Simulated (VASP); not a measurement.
WC4, 5 atoms in the cell. The structure is cubic, space group Pm-3m (No. 221). The conventional cell has a = 4.088 Å, b = 4.088 Å, c = 4.088 Å, α = 90.00°, β = 90.00°, γ = 90.00°. W (site symmetry m-3m) has 6 C at 2.04 Å within 2.7 Å. C (site symmetry 4/mmm) has 2 W at 2.04 Å within 2.7 Å. Within 3.8 Å of C (site symmetry m-3m) lie 12 C at 2.89 Å and 8 W at 3.54 Å. 

| Property | Result |
| --- | --- |
| Program | VASP 6.6.1 |
| Task | single point |
| Functional | PBE |
| Potentials or basis | VASP PAW PBE potentials, release 64 (W_sv, C) |
| Cutoff | 520 eV |
| k mesh | 10 × 10 × 10 |
| Occupations | gaussian, width 0.1 eV |
| Spin | no spin polarisation |
| Dipole correction | no |
| Further INCAR settings | ALGO = Normal; EDIFF = 1e-06; NBANDS = 23 |

Potentials or basis: VASP PAW PBE potentials, release 64 (W_sv, C).

Launch:

```console
$ cat potpaw_PBE.64/W_sv/POTCAR potpaw_PBE.64/C/POTCAR > POTCAR
$ mpirun -np 1 vasp_std > vasp.out
```

Hardware: 1 thread of Intel(R) Xeon(R) 6975P-C (Granite Rapids) (shared host).

**Question.** How long does it take, and how much memory?

**Answer.** Wall time 45 s on 1 thread of Intel(R) Xeon(R) 6975P-C (Granite Rapids) (shared host), peak memory 0.21 GiB. Counts: scf iterations 17, k points 56.
